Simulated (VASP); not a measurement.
A run of VASP 6.6.1:

File INCAR:

```
ALGO = Normal ; EDIFF = 1E-6
ENCUT = 500 ; GGA = PE
GGA_COMPAT = F ; ISIF = 2
ISMEAR = 0 ; LASPH = T
LCHARG = F ; LREAL = F
LWAVE = F ; NBANDS = 15
NELM = 120 ; PREC = Accurate
SIGMA = 0.1
```

The input KPOINTS:

```
k-points
0
Gamma
  6 6 6
```

File POSCAR:

```
Al2Pt
1.0
    0.0000000000      2.9491710000      2.9491710000
    2.9491710000      0.0000000000      2.9491710000
    2.9491710000      2.9491710000      0.0000000000
Al Pt
2 1
Direct
    0.2500000000      0.2500000000      0.2500000000
    0.7500000000      0.7500000000      0.7500000000
    0.0000000000      0.0000000000      0.0000000000
```

Potentials or basis: VASP PAW PBE potentials, release 64 (Al, Pt).

Command:

```bash
$ cat potpaw_PBE.64/Al/POTCAR potpaw_PBE.64/Pt/POTCAR > POTCAR
$ mpirun -np 1 vasp_std > vasp.out
```

Hardware: 1 thread of Intel(R) Xeon(R) Platinum 8488C (Sapphire Rapids) (shared host).

Task: Estimate the wall time of this run.

Result: Wall time 12 s on 1 thread of Intel(R) Xeon(R) Platinum 8488C (Sapphire Rapids) (shared host), peak memory 0.17 GiB. Counts: scf iterations 13, k points 16.
